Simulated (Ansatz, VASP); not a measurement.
## Two plane-wave programs on Yb

```
CELL_PARAMETERS angstrom
0.00000 2.74310 2.74310
2.74310 0.00000 2.74310
2.74310 2.74310 0.00000
ATOMIC_POSITIONS crystal
Yb 0.00000 0.00000 0.00000
```

Alike in both runs: task electric field gradients; functional PBEsol; k mesh 8 × 8 × 8; occupations fermi-dirac, width 0.01 eV; collinear spin; Hubbard terms Yb f U = 4.0 eV.

|  | VASP | Ansatz |
| --- | --- | --- |
| version | VASP 6.6.1 | Ansatz 0.2.0 |
| potentials or method | VASP PAW PBE potentials, release 64 (Yb) | Ansatz PAW |
| plane-wave cutoff (eV) | 520 | 420 |
| valence electrons in the cell | 24 | 24 |

VASP gave:

```
gap on the k mesh at the Fermi level (eV) : none
pressure (GPa)                            : -2.0
net moment per atom (μB)                  : 0.01
```

Q: What did Ansatz give for the same quantities?

A: gap on the k mesh at the Fermi level (eV): none; pressure (GPa): -1.9; net moment per atom (μB): 0.01.

VASP's potentials were made for PBE, not for PBEsol. The programs project onto different local orbitals, so the same U acts differently, and such runs can settle in different states. A gap of «none» marks a metal or a gap that the smearing closes.

Neither program's run includes spin-orbit coupling. Noted on Ansatz's run: the magnetic or orbital state may not be the lowest.
